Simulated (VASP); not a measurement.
Write the native input for VASP 6.6.1 that does the following.

| Item | Value |
| --- | --- |
| Task | single point |
| Functional | PBEsol |
| Potentials or basis | VASP PAW PBE potentials, release 64 (Ti_sv, C) |
| Cutoff | 520 eV |
| k mesh | 18 × 18 × 12 |
| Occupations | gaussian, width 0.1 eV |
| Spin | no spin polarisation |
| Dipole correction | no |
| Further INCAR settings | ALGO = Normal; EDIFF = 1e-07; NBANDS = 24 |

The structure of TiC lies in POSCAR:

```
TiC
1.0
    2.1466866640      2.1466866640      0.0000000000
   -2.1466866640      2.1466866640      0.0000000000
    0.0000000000      0.0000000000      4.2933733280
Ti C
2 2
Direct
    0.0000000000      0.0000000000      0.0000000000
    0.5000000000      0.5000000000      0.5000000000
    0.5000000000      0.5000000000      0.0000000000
    0.0000000000      0.0000000000      0.5000000000
```

One way to write it, as run:

INCAR

```
ALGO = Normal ; EDIFF = 1E-7
ENCUT = 520 ; GGA = PS
ISIF = 2 ; ISMEAR = 0
LASPH = True ; LCHARG = True
LELF = True ; LREAL = False
LVHAR = True ; LWAVE = False
NBANDS = 24 ; NELM = 100
PREC = Accurate ; SIGMA = 0.1
```

KPOINTS

```
k-points
0
Gamma
  18 18 12
```

Potentials or basis: VASP PAW PBE potentials, release 64 (Ti_sv, C).

Launch:

```sh
$ cat potpaw_PBE.64/Ti_sv/POTCAR potpaw_PBE.64/C/POTCAR > POTCAR
$ mpirun -np 1 vasp_std > vasp.out
```

Results of the run:

```json
{"Pressure": "0.2 GPa", "Band gap on the k mesh": "zero (bands 16 and 17 overlap by 1.08 eV)"}
```

Caveat: the PAW data sets were made with another functional, which shifts forces and pressure a little.

Run time: 4.6 min on 1 thread of Intel(R) Xeon(R) Platinum 8259CL CPU @ 2.50GHz (Skylake/Cascade Lake), on a shared host, peak memory 0.4 GiB.
